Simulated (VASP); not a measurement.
A run of VASP 6.6.1 is set up as follows.

INCAR

```
PREC = Accurate
ENCUT = 520
EDIFF = 1E-7
ISMEAR = 0
SIGMA = 0.1
LREAL = False
LASPH = True
NELM = 80
ALGO = Normal
ISIF = 2
LWAVE = False
LCHARG = False
GGA = PE
NBANDS = 56
```

KPOINTS

```
regular mesh
0
Gamma
  6 6 6
```

The input POSCAR:

```
Zn5Se2S3
1.0
   -1.9633397164      1.9633397164     13.8816181119
    1.9633397164     -1.9633397164     13.8816181119
    1.9633397164      1.9633397164    -13.8816181119
Zn Se S
5 2 3
Direct
    0.3457997789      0.8457997789      0.5000000000
    0.9519524386      0.4519524386      0.5000000000
    0.5480475614      0.0480475614      0.5000000000
    0.1542002211      0.6542002211      0.5000000000
    0.7500000000      0.2500000000      0.5000000000
    0.8988793382      0.8988793382      0.0000000000
    0.1011206618      0.1011206618      0.0000000000
    0.7022027121      0.7022027121      0.0000000000
    0.2977972879      0.2977972879      0.0000000000
    0.5000000000      0.5000000000      0.0000000000
```

Potentials or basis: VASP PAW PBE potentials, release 64 (Zn, Se, S).

Run with:

```sh
$ cat potpaw_PBE.64/Zn/POTCAR potpaw_PBE.64/Se/POTCAR potpaw_PBE.64/S/POTCAR > POTCAR
$ mpirun -np 1 vasp_std > vasp.out
```

**Question.** Predict the largest force.

**Answer.** 0.038 eV/Å.

**Question.** Estimate the pressure.

**Answer.** 0.4 GPa.

**Question.** Estimate the band gap on the k mesh.

**Answer.** 1.58 eV, direct.

Forces in eV/Å, atoms in the order of the input:
```
Zn   0.000  0.000 -0.038
Zn   0.000  0.000  0.037
Zn   0.000  0.000 -0.037
Zn   0.000  0.000  0.038
Zn   0.000  0.000  0.000
Se   0.000  0.000  0.000
Se   0.000  0.000  0.000
S    0.000  0.000 -0.021
S    0.000  0.000  0.021
S    0.000  0.000  0.000
```

A k mesh can miss the band edges. PBE gaps usually lie below the measured ones, often by a third to a half.
